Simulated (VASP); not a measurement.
A run of VASP 6.6.1 is set up as follows.

The input POSCAR:

```
HfN
1.0
    0.0000000000      2.2650000000      2.2650000000
    2.2650000000      0.0000000000      2.2650000000
    2.2650000000      2.2650000000      0.0000000000
Hf N
1 1
Direct
    0.0000000000      0.0000000000      0.0000000000
    0.5000000000      0.5000000000      0.5000000000
```

INCAR.step1

```
SYSTEM = HfN
PREC     = Accurate       ! precision mode
ENCUT    = 600            ! plane-wave cutoff, eV
ISMEAR   = 0              ! smearing method
SIGMA    = 0.1            ! smearing width, eV
LREAL    = .FALSE.        ! projectors in reciprocal space
LASPH    = .TRUE.         ! aspherical terms in the spheres
NELM     = 60             ! most SCF steps
GGA      = PE             ! functional
ALGO     = Normal         ! electronic algorithm
EDIFF    = 1E-4           ! SCF threshold, eV
LWAVE    = .TRUE.         ! write WAVECAR
LCHARG   = .FALSE.        ! write CHGCAR
```

Contents of INCAR.step2:

```
SYSTEM = HfN
PREC     = Accurate       ! precision mode
ENCUT    = 600            ! plane-wave cutoff, eV
EDIFF    = 1E-7           ! SCF threshold, eV
ISMEAR   = 0              ! smearing method
SIGMA    = 0.1            ! smearing width, eV
LREAL    = .FALSE.        ! projectors in reciprocal space
LASPH    = .TRUE.         ! aspherical terms in the spheres
NELM     = 60             ! most SCF steps
ALGO     = Normal         ! electronic algorithm
ISIF     = 3              ! what is computed and relaxed
LWAVE    = .FALSE.        ! write WAVECAR
LCHARG   = .FALSE.        ! write CHGCAR
METAGGA  = R2SCAN         ! meta-GGA
LMIXTAU  = .TRUE.       
IBRION   = 2              ! ionic algorithm
NSW      = 80             ! ionic steps
EDIFFG   = -0.005         ! ionic threshold
ISTART   = 1
```

KPOINTS

```
Automatic mesh
0
G
  16 16 16
  0 0 0
```

Potentials or basis: VASP PAW PBE potentials, release 64 (Hf_pv, N).

Command:

```console
$ cat potpaw_PBE.64/Hf_pv/POTCAR potpaw_PBE.64/N/POTCAR > POTCAR
$ cp INCAR.step1 INCAR
$ mpirun -np 1 vasp_std > vasp.out
$ cp INCAR.step2 INCAR
$ mpirun -np 1 vasp_std > vasp.out
```

Problem. What does it give for the relaxed cell?

Solution. a = 3.190 Å, b = 3.190 Å, c = 3.190 Å, α = 60.00°, β = 60.00°, γ = 60.00°.

Problem. What does it give for the space group after relaxing (to 0.05 Å)?

Solution. Fm-3m (No. 225).

Problem. Predict the relaxed volume.

Solution. 11.48 Å³/atom.

Final structure:
```
Hf N
1.0
     0.00000    2.25573    2.25573
     2.25573    0.00000    2.25573
     2.25573    2.25573    0.00000
Hf N
1 1
Direct
  0.00000 0.00000 0.00000
  0.50000 0.50000 0.50000
```

Caveat: the PAW data sets were made with another functional, which shifts forces and pressure a little.
